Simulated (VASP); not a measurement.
AlP: single point with PBE

AlP:

```
Al P
1.0
     0.00000    2.73926    2.73926
     2.73926    0.00000    2.73926
     2.73926    2.73926    0.00000
Al P
1 1
Cartesian
  0.0000 0.0000 0.0000
  1.3696 1.3696 1.3696
```

```
Program             : VASP 6.6.1
Task                : single point
Functional          : PBE
Potentials or basis : VASP PAW PBE potentials, release 64 (Al, P)
Cutoff              : 500 eV
k mesh              : 4 × 4 × 4
Occupations         : gaussian, width 0.01 eV
Spin                : no spin polarisation
```

```
Pressure               : 1.7 GPa
Band gap on the k mesh : 1.58 eV, indirect (least direct gap 3.21 eV)
```

Levels at points of the mesh, in eV from the valence-band top:
```
           k point  band 1  band 2  band 3  band 4  band 5  band 6  band 7  band 8
(0.00, 0.00, 0.00)  -11.45    0.00    0.00    0.00    3.21    4.52    4.52    4.52
(0.50, 0.00, 0.00)   -9.79   -5.50   -0.76   -0.76    2.76    4.79    4.79    8.23
(0.50, 0.50, 0.00)   -9.13   -5.29   -2.09   -2.09    1.58    2.45   10.97   10.97
```

It took 4.8 s on 1 thread of AMD EPYC 7R43 64-Core Processor (Zen 3), on a shared host, peak memory 0.11 GiB.

Caveat: the k points lie up to 0.50 Å⁻¹ apart. A k mesh can miss the band edges.
